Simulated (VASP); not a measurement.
Al2O3, 5 atoms in the cell. Symmetry: P-3m1, No. 164, trigonal system. The conventional cell has a = 2.988 Å, b = 2.988 Å, c = 7.972 Å, α = 90.00°, β = 90.00°, γ = 120.00°. Al (site symmetry 3m) has 4 O at 1.67 to 1.82 Å within 2.2 Å. O (site symmetry -3m) has 2 Al at 1.67 Å within 2.2 Å. O (site symmetry 3m) has 3 Al at 1.82 Å within 2.4 Å. 

```yaml
Program: VASP 6.6.1
Task: single point
Functional: PBEsol
Potentials_or_basis: VASP PAW PBE potentials, release 64 (Al, O)
Cutoff: 520 eV
k_mesh: 10 × 10 × 4
Occupations: fermi-dirac, width 0.05 eV
Spin: no spin polarisation
Dipole_correction: no
Further_INCAR_settings: ALGO = Normal; EDIFF = 1e-06; NBANDS = 20
```

Potentials or basis: VASP PAW PBE potentials, release 64 (Al, O).

The run is started by

```console
$ cat potpaw_PBE.64/Al/POTCAR potpaw_PBE.64/O/POTCAR > POTCAR
$ mpirun -np 1 vasp_std > vasp.out
```

Hardware: 1 thread of Intel(R) Xeon(R) Platinum 8559C (Emerald Rapids) (shared host).

How long does it take, and how much memory?

It took 27 s on 1 thread of Intel(R) Xeon(R) Platinum 8559C (Emerald Rapids), on a shared host, peak memory 0.2 GiB. Counts: scf iterations 15, k points 50.
